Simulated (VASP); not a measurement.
As:

```xyz
1
Lattice="2.7592 0.0000 0.0000 0.0000 2.7592 0.0000 0.0000 0.0000 2.7592" Properties=species:S:1:pos:R:3 pbc="T T T"
As    0.0000    0.0000    0.0000
```

- Program: VASP 6.6.1
- Task: relaxation of cell and atoms
- Functional: PBEsol
- Potentials or basis: VASP PAW PBE potentials, release 64 (As)
- Cutoff: 600 eV
- k mesh: 16 × 16 × 16
- Occupations: gaussian, width 0.1 eV
- Spin: no spin polarisation

At the start: pressure -5.7 GPa; volume 21.01 Å³/atom.

Q: Where does the relaxation end?

A: Over 3 steps the energy falls by 28.7 meV/atom and the volume is 19.51 Å³/atom (-7.1 %); space group Pm-3m (No. 221, to 0.05 Å).

The path:
```csv
step,energy change (eV),largest force (eV/Å),pressure (GPa),volume (Å³)
1,0.0000,0.0000,-5.71,21.01
2,-0.0210,0.0000,3.64,18.81
3,-0.0287,0.0000,0.00,19.51
```

Final structure:
```cif
data_structure
_symmetry_space_group_name_H-M 'P 1'
_symmetry_Int_Tables_number 1
_cell_length_a 2.6920
_cell_length_b 2.6920
_cell_length_c 2.6920
_cell_angle_alpha 90.000
_cell_angle_beta 90.000
_cell_angle_gamma 90.000
_cell_volume 19.51
loop_
_atom_site_label
_atom_site_type_symbol
_atom_site_fract_x
_atom_site_fract_y
_atom_site_fract_z
_atom_site_occupancy
As1 As 0.00000 0.00000 0.00000 1
```

Caveat: the PAW data sets were made with another functional, which shifts forces and pressure a little.
